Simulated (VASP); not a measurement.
# W16F (a cell with a defect) in VASP: notebook

The runs below take W16F (a cell with a defect) through single point, with PBE.

All numbers are computed with VASP 6.6.1; they aren't measurements. Logs are shortened: lines on timing, memory, paths and dates and some standing lists are left out, and cuts for length are marked.

## 1. The cell of the first run

The cell holds a defect, 17 atoms: a = 6.368 Å, b = 6.368 Å, c = 6.368 Å, α = 90.00°, β = 90.00°, γ = 90.00°.

## 2. Single point, PBE

The input, INCAR:

```
SYSTEM = W16F
ALGO = Normal
EDIFF = 1E-6
ENCUT = 520
GGA = PE
ISIF = 2
ISMEAR = 1
LASPH = .TRUE.
LCHARG = .FALSE.
LREAL = Auto
LWAVE = .FALSE.
NBANDS = 130
NELM = 60
PREC = Accurate
SIGMA = 0.1
```

The input, KPOINTS:

```
k-points
0
G
  3 3 3
  0 0 0
```

The input, POSCAR:

```
W16F
1.0
    6.3684112200      0.0000000000      0.0000000000
    0.0000000000      6.3684112200      0.0000000000
    0.0000000000      0.0000000000      6.3684112200
W F
16 1
Direct
    0.0121228658     -0.0050791081     -0.0000833891
    0.2547505777      0.2497890905      0.2487732027
    0.0105490437     -0.0013268672      0.4999140785
    0.2547447176      0.2497886333      0.7510483864
    0.0120948427      0.5046850792     -0.0000897644
    0.2532130672      0.7498359845      0.2450568163
    0.0105781134      0.5009638863      0.4998986772
    0.2532163771      0.7498389536      0.7547527357
    0.5058871647     -0.0014340099     -0.0000948192
    0.7783821938      0.2497848622      0.2202661121
    0.4870110788     -0.0297709730      0.4999031873
    0.7783855884      0.2497777149      0.7795460701
    0.5058427408      0.5010384803     -0.0000878568
    0.7594131180      0.7498067897      0.2486259643
    0.4869471659      0.5295009065      0.4999118968
    0.7594152914      0.7497986244      0.7511903811
    0.6326704465      0.2498889791      0.4999081224
```

Potentials or basis: VASP PAW PBE potentials, release 64 (W_sv, F).

The run is started by

```sh
$ cat potpaw_PBE.64/W_sv/POTCAR potpaw_PBE.64/F/POTCAR > POTCAR
$ mpirun -np 1 vasp_std > vasp.out
```

OUTCAR:

```text
SYSTEM = W16F
   EDIFF = 1E-6
   ENCUT = 520
   GGA = PE
   ISIF = 2
   ISMEAR = 1
   LASPH = .TRUE.
   LREAL = Auto
   NELM = 60
   PREC = Accurate

 ion  position               nearest neighbor table
   1  0.012  0.995  1.000-  10 2.61  12 2.61   6 2.69   8 2.69   2 2.74   4 2.74  14 2.75  16 2.75
                             5 3.12   9 3.14   3 3.18   3 3.18   9 3.22   5 3.25
   2  0.255  0.250  0.249-   1 2.74   3 2.74   7 2.74   5 2.74  13 2.76   9 2.76  11 2.81  15 2.81
                            10 3.04   4 3.17   6 3.18   6 3.18   4 3.20  10 3.34
   3  0.011  0.999  0.500-   8 2.74   6 2.74   4 2.74   2 2.74  16 2.76  14 2.76  12 2.81  10 2.81
                            11 3.04   7 3.17   1 3.18   1 3.18   7 3.20  11 3.34
   4  0.255  0.250  0.751-   1 2.74   3 2.74   7 2.74   5 2.74  13 2.76   9 2.76  11 2.81  15 2.81
                            12 3.04   2 3.17   8 3.18   8 3.18   2 3.20  12 3.34
   5  0.012  0.505  1.000-  10 2.61  12 2.61   6 2.69   8 2.69   4 2.74   2 2.74  16 2.74  14 2.75
                             1 3.12  13 3.14   7 3.18   7 3.18  13 3.22   1 3.25
   6  0.253  0.750  0.245-  15 2.61  11 2.61   1 2.69   5 2.69   7 2.74   3 2.74   9 2.75  13 2.75
                             8 3.12  14 3.14   2 3.18   2 3.18  14 3.22   8 3.25
   7  0.011  0.501  0.500-   6 2.74   8 2.74   2 2.74   4 2.74  14 2.76  16 2.76  10 2.81  12 2.81
                            15 3.04   3 3.17   5 3.18   5 3.18   3 3.20  15 3.34
   8  0.253  0.750  0.755-  15 2.61  11 2.61   1 2.69   5 2.69   3 2.74   7 2.74   9 2.75  13 2.75
                             6 3.12  16 3.14   4 3.18   4 3.18  16 3.22   6 3.25
   9  0.506  0.999  1.000-   8 2.75   6 2.75  12 2.75  10 2.75  14 2.76  16 2.76   4 2.76   2 2.76
                             1 3.14  13 3.17  11 3.19  11 3.19  13 3.20   1 3.22
  10  0.778  0.250  0.220-  17 2.01   1 2.61   5 2.61   9 2.75  13 2.75  12 2.81   3 2.81   7 2.81
                             2 3.04  11 3.13  15 3.13  14 3.19  14 3.19   2 3.34
  11  0.487  0.970  0.500-  17 2.01   8 2.61   6 2.61  14 2.75  16 2.75  15 2.81   2 2.81   4 2.81
                             3 3.04  10 3.13  12 3.13   9 3.19   9 3.19   3 3.34
  12  0.778  0.250  0.780-  17 2.01   1 2.61   5 2.61   9 2.75  13 2.75  10 2.81   3 2.81   7 2.81
                             4 3.04  11 3.13  15 3.13  16 3.19  16 3.19   4 3.34
  13  0.506  0.501  1.000-   6 2.75   8 2.75  10 2.75  12 2.75  14 2.76  16 2.76   2 2.76   4 2.76
                             5 3.14   9 3.17  15 3.19  15 3.19   9 3.20   5 3.22
  14  0.759  0.750  0.249-   5 2.75   1 2.75  15 2.75  11 2.75   9 2.76  13 2.76   7 2.76   3 2.76
                             6 3.14  16 3.17  10 3.19  10 3.19  16 3.20   6 3.22
  15  0.487  0.530  0.500-  17 2.01   8 2.61   6 2.61  16 2.75  14 2.75  11 2.81   2 2.81   4 2.81
                             7 3.04  12 3.13  10 3.13  13 3.19  13 3.19   7 3.34
  16  0.759  0.750  0.751-   5 2.74   1 2.75  15 2.75  11 2.75   9 2.76  13 2.76   3 2.76   7 2.76
                             8 3.14  14 3.17  12 3.19  12 3.19  14 3.20   8 3.22
  17  0.633  0.250  0.500-  15 2.01  11 2.01  12 2.01  10 2.01

  LATTYP: Found a simple cubic cell.
 ALAT       =     6.3684112200

  Lattice vectors:

 A1 = (   6.3684112200,   0.0000000000,   0.0000000000)
 A2 = (   0.0000000000,   6.3684112200,   0.0000000000)
 A3 = (   0.0000000000,   0.0000000000,   6.3684112200)

Analysis of symmetry for initial positions (statically):
=====================================================================
 Subroutine PRICEL returns:
 Original cell was already a primitive cell.

 Routine SETGRP: Setting up the symmetry group for a
 simple cubic supercell.

 Subroutine GETGRP returns: Found  1 space group operations
 (whereof  1 operations were pure point group operations)
 out of a pool of 48 trial point group operations.

The static configuration has the point symmetry C_1 .

Analysis of symmetry for dynamics (positions and initial velocities):
=====================================================================
 Subroutine PRICEL returns:
 Original cell was already a primitive cell.

 Routine SETGRP: Setting up the symmetry group for a
 simple cubic supercell.

 Subroutine GETGRP returns: Found  1 space group operations
 (whereof  1 operations were pure point group operations)
 out of a pool of 48 trial point group operations.

The dynamic configuration has the point symmetry C_1 .

 Subroutine INISYM returns: Found  1 space group operations
 (whereof  1 operations are pure point group operations),
 and found     1 'primitive' translations

----------------------------------------------------------------------------------------

                                     Primitive cell

  volume of cell :     258.2815

  direct lattice vectors                    reciprocal lattice vectors
     6.368411220  0.000000000  0.000000000     0.157025036  0.000000000  0.000000000
     0.000000000  6.368411220  0.000000000     0.000000000  0.157025036  0.000000000
     0.000000000  0.000000000  6.368411220     0.000000000  0.000000000  0.157025036
[... 68 lines left out ...]

 Following reciprocal coordinates:
            Coordinates               Weight
  0.000000  0.000000  0.000000      1.000000
  0.333333  0.000000  0.000000      2.000000
  0.000000  0.333333  0.000000      2.000000
  0.000000  0.000000  0.333333      2.000000
  0.333333  0.333333  0.000000      2.000000
  0.000000  0.333333  0.333333      2.000000
  0.333333  0.000000  0.333333      2.000000
 -0.333333  0.333333  0.000000      2.000000
 -0.333333  0.000000  0.333333      2.000000
  0.000000 -0.333333  0.333333      2.000000
  0.333333  0.333333  0.333333      2.000000
 -0.333333  0.333333  0.333333      2.000000
 -0.333333 -0.333333  0.333333      2.000000
  0.333333 -0.333333  0.333333      2.000000
   k-points           NKPTS =     14   k-points in BZ     NKDIM =     14   number of bands    NBANDS=    130
   number of dos      NEDOS =    301   number of ions     NIONS =     17
   total plane-waves  NPLWV = 110592
   dimension x,y,z NGX =    48 NGY =   48 NGZ =   48
   dimension x,y,z NGXF=    96 NGYF=   96 NGZF=   96
   ions per type =              16   1
   NGX,Y,Z   is equivalent  to a cutoff of  12.53, 12.53, 12.53 a.u.
   NGXF,Y,Z  is equivalent  to a cutoff of  25.06, 25.06, 25.06 a.u.
 SYSTEM =  W16F
   PREC   = accura    normal or accurate (medium, high low for compatibility)
   ISTART =      0    job   : 0-new  1-cont  2-samecut
   ICHARG =      2    charge: 1-file 2-atom 10-const
   ISPIN  =      1    spin polarized calculation?
   LNONCOLLINEAR =      F non collinear calculations
   LSORBIT =      F    spin-orbit coupling
   LASPH  =      T    aspherical Exc in radial PAW
   ENCUT  =  520.0 eV  38.22 Ry    6.18 a.u.  11.84 11.84 11.84*2*pi/ulx,y,z
   NELM   =     60;   NELMIN=  2; NELMDL= -5     # of ELM steps
   EDIFF  = 0.1E-05   stopping-criterion for ELM
   LREAL  =      T    real-space projection
   EDIFFG = 0.1E-04   stopping-criterion for IOM
   NSW    =      0    number of steps for IOM
   IBRION =     -1    ionic relax: 0-MD 1-quasi-New 2-CG
   NFREE  =      0    steps in history (QN), initial steepest desc. (CG)
   ISIF   =      2    stress and relaxation
   ISYM   =      2    0-nonsym 1-usesym 2-fastsym
   POTIM  = 0.5000    time-step for ionic-motion
   TEBEG  =    0.0;   TEEND  =   0.0 temperature during run
   PSTRESS=    0.0 pullay stress
   NELECT =     231.0000    total number of electrons
   NUPDOWN=      -1.0000    fix difference up-down
   EMIN   =  10.00;   EMAX   =-10.00  energy-range for DOS
   EFERMI =   0.00;   METHOD = LEGACY
   ISMEAR =     1;   SIGMA  =   0.10  broadening in eV -4-tet -1-fermi 0-gaus
   EFERMI_NEDOS =   21; number of points for ismear=-14 and -15
   IALGO  =     38    algorithm
   IMIX   =      4    mixing-type and parameters
     AMIX     =   0.40;   BMIX     =  1.00
     AMIX_MAG =   1.60;   BMIX_MAG =  1.00
  volume/ion in A,a.u.               =      15.19       102.53
  Fermi-wavevector in a.u.,A,eV,Ry     =   1.577300  2.980665 33.849612  2.487876
  Thomas-Fermi vector in A             =   2.678003
   LORBIT       =      0    0 simple, 1 ext, 2 COOP (PROOUT), +10 PAW based schemes
   GGA     = PE    functional components
   LHFCALC =     F    Hartree Fock is set to
   AEXX    =    0.0000 exact exchange contribution
   IVDW    =     0    specifies the selected vdW correction
   LEPSILON=     F    determine dielectric tensor
   LRPA    =     F    only Hartree local field effects (RPA)
 non-spin polarized calculation
 Methfessel and Paxton  Order N= 1 SIGMA  =   0.10
  energy-cutoff  :      520.00
  volume of cell :      258.28
 maximum number of plane-waves:      6979
   NGX = 23   NGY = 23   NGZ = 23

 number of electron     230.9999964 magnetization

 Free energy of the ion-electron system (eV)
  ---------------------------------------------------
  ext. energy  EPLUGINS =         0.00000000
  ---------------------------------------------------
  free energy    TOTEN  =      -205.76443239 eV

  energy without entropy =     -205.76510180  energy(sigma->0) =     -205.76465553

 E-fermi :  11.5054     XC(G=0): -13.6402

 val. band max:       11.4761732333   @ k =   0.0000   0.0000   0.0000
 cond. band min:      11.5366826295   @ k =  -0.3333   0.3333   0.0000
 fundamental gap:      0.0605093962
 Fermi energy:        11.5054334108

 k-point     1 :       0.0000    0.0000    0.0000
  band No.  band energies     occupation
      1     -62.7661      2.00000
      2     -62.7408      2.00000
      3     -62.7128      2.00000
      4     -62.7122      2.00000
      5     -62.5787      2.00000
      6     -62.5366      2.00000
[... 1809 lines left out ...]
    126      13.3269     -0.00000
    127      13.4006     -0.00000
 [bands above 127 left out]

------------------------ aborting loop because EDIFF is reached ----------------------------------------

  FORCE on cell =-STRESS in cart. coord.  units (eV):
  Direction    XX          YY          ZZ          XY          YZ          ZX
  --------------------------------------------------------------------------------------
  -------------------------------------------------------------------------------------
  Total       24.9132425     20.9288037     20.9242910     -0.0119241     -0.0003806     -0.0006930
  in kB      154.5423607    129.8260041    129.7980107     -0.0739681     -0.0023610     -0.0042990
  external PRESSURE =     138.0554585 kB  Pullay stress =       0.0000000 kB

 VOLUME and BASIS-vectors are now :
 -----------------------------------------------------------------------------
  energy-cutoff  :      520.00
  volume of cell :      258.28
      direct lattice vectors                 reciprocal lattice vectors
     6.368411220  0.000000000  0.000000000     0.157025036  0.000000000  0.000000000
     0.000000000  6.368411220  0.000000000     0.000000000  0.157025036  0.000000000
     0.000000000  0.000000000  6.368411220     0.000000000  0.000000000  0.157025036

 POSITION                                       TOTAL-FORCE (eV/Angst)
 -----------------------------------------------------------------------------------
      0.07720      6.33607      6.36788         0.006481     -0.006871     -0.001199
      1.62236      1.59076      1.58429         0.001953      0.001905      0.003513
      0.06718      6.35996      3.18366        -0.000746      0.003863     -0.000051
      1.62232      1.59076      4.78298         0.002584      0.002114     -0.004308
      0.07702      3.21404      6.36784         0.008967      0.006815     -0.001147
      1.61256      4.77526      1.56062        -0.006681     -0.002673     -0.007774
[... 9 lines left out ...]
      4.83627      4.77503      4.78389         0.001420      0.000582     -0.001991
      4.02911      1.59140      3.18362         0.003447      0.001164      0.000978
 -----------------------------------------------------------------------------------
    total drift:                                0.000023      0.000789      0.001544

  FREE ENERGIE OF THE ION-ELECTRON SYSTEM (eV)
  ---------------------------------------------------
  free  energy   TOTEN  =      -205.7644323912 eV

  energy  without entropy=     -205.7651017975  energy(sigma->0) =     -205.76465553
```

Run time: 8.1 min. Hardware: 1 thread of Intel Xeon Platinum 8488C (Sapphire Rapids), shared host; peak memory 0.48 GiB.

Results:

| Quantity | Value |
| --- | --- |
| Free energy | -205.7644 eV |
| Pressure | 13.8 GPa |
| Largest force | 0.112 eV/Å |

Forces on the atoms (eV/Å):
```
W    0.006 -0.007 -0.001
W    0.002  0.002  0.004
W   -0.001  0.004  0.000
W    0.003  0.002 -0.004
W    0.009  0.007 -0.001
W   -0.007 -0.003 -0.008
W   -0.003 -0.004  0.001
W   -0.007 -0.003  0.009
W    0.000 -0.003  0.000
W    0.048  0.001 -0.096
W   -0.053 -0.099  0.000
W    0.048  0.001  0.097
W    0.002  0.005 -0.001
W    0.001  0.000  0.002
W   -0.052  0.096 -0.001
W    0.001  0.001 -0.002
F    0.003  0.001  0.001
```

Caveat: spin-orbit coupling is left out, which moves the levels of the heavy elements; an odd number of electrons without spin polarisation forces a metal; a magnetic or distorted state may lie lower.

## 3. Single point, PBE

The input, INCAR:

```
PREC     = Accurate       # precision mode
ENCUT    = 520            # plane-wave cutoff, eV
EDIFF    = 1E-6           # SCF threshold, eV
ISMEAR   = 1              # smearing method
SIGMA    = 0.1            # smearing width, eV
LREAL    = Auto         
LASPH    = T              # aspherical terms in the spheres
NELM     = 100            # most SCF steps
ALGO     = Normal         # electronic algorithm
ISIF     = 2              # what is computed and relaxed
LWAVE    = F              # write WAVECAR
LCHARG   = T              # write CHGCAR
GGA      = PE             # functional
LELF     = T              # ELF
LVHAR    = T            
NBANDS   = 130            # bands
```

The input, KPOINTS:

```
Automatic mesh
0
Gamma
  3 3 3
```

The input, POSCAR:

```
W16F
1.0
    6.3684112200      0.0000000000      0.0000000000
    0.0000000000      6.3684112200      0.0000000000
    0.0000000000      0.0000000000      6.3684112200
W F
16 1
Direct
    0.0025504006     -0.0049911978     -0.0035220716
    0.2480207300      0.2476900353      0.2453489491
   -0.0011005885     -0.0034850136      0.4963181382
    0.2475834153      0.2476608287      0.7478775845
   -0.0010384066      0.5011744515     -0.0036520883
    0.2480387879      0.7539013789      0.2417130344
    0.0276772328      0.5200273484      0.4962203116
    0.2478076471      0.7537462381      0.7517221854
    0.4926693474     -0.0048867761     -0.0032452364
    0.7480364938      0.2291183703      0.2173590794
    0.4967358248     -0.0034302119      0.4965114360
    0.7474143606      0.2283582121      0.7762925209
    0.4965725188      0.5011143109     -0.0032483769
    0.7480255020      0.7524366493      0.2453944863
    0.4683282685      0.5201686709      0.4967667587
    0.7478637662      0.7525545751      0.7477987579
    0.7479934689      0.3745772560      0.4971211642
```

Potentials or basis: VASP PAW PBE potentials, release 64 (W_sv, F).

The run is started by

```sh
$ cat potpaw_PBE.64/W_sv/POTCAR potpaw_PBE.64/F/POTCAR > POTCAR
$ mpirun -np 1 vasp_std > vasp.out
```

Wall time 40 min (1 thread of AMD EPYC 7R13, shared host); peak memory 0.47 GiB.

It converged, with:

```yaml
Free_energy: -205.7642 eV
Pressure: 13.8 GPa
Largest_force: 0.145 eV/Å
```

Forces on the atoms (eV/Å):
```
W    0.013 -0.002  0.017
W   -0.017  0.002 -0.004
W    0.011 -0.002  0.017
W    0.012 -0.005 -0.002
W    0.009 -0.001  0.017
W   -0.019  0.006 -0.001
W    0.092  0.067  0.012
W   -0.002  0.016 -0.026
W    0.024 -0.013 -0.002
W   -0.008 -0.064 -0.130
W   -0.006 -0.003  0.006
W    0.013 -0.039  0.122
W    0.002  0.010 -0.009
W   -0.015 -0.012  0.004
W   -0.103  0.054 -0.004
W   -0.005 -0.026 -0.011
F   -0.002  0.011 -0.004
```

Stress tensor (GPa, compression positive):
```
13.01  0.01 -0.04
 0.01 15.47 -0.04
-0.04 -0.04 12.98
```

Levels at points of the mesh, in eV from the Fermi level:
```
           k point  band 111  band 112  band 113  band 114  band 115  band 116  band 117  band 118  band 119  band 120
(0.00, 0.00, 0.00)     -0.54     -0.53     -0.50     -0.03      0.09      0.10      0.55      0.56      0.62      0.70
```

Caveat: spin-orbit coupling is left out, which moves the levels of the heavy elements; an odd number of electrons without spin polarisation forces a metal; a magnetic or distorted state may lie lower.
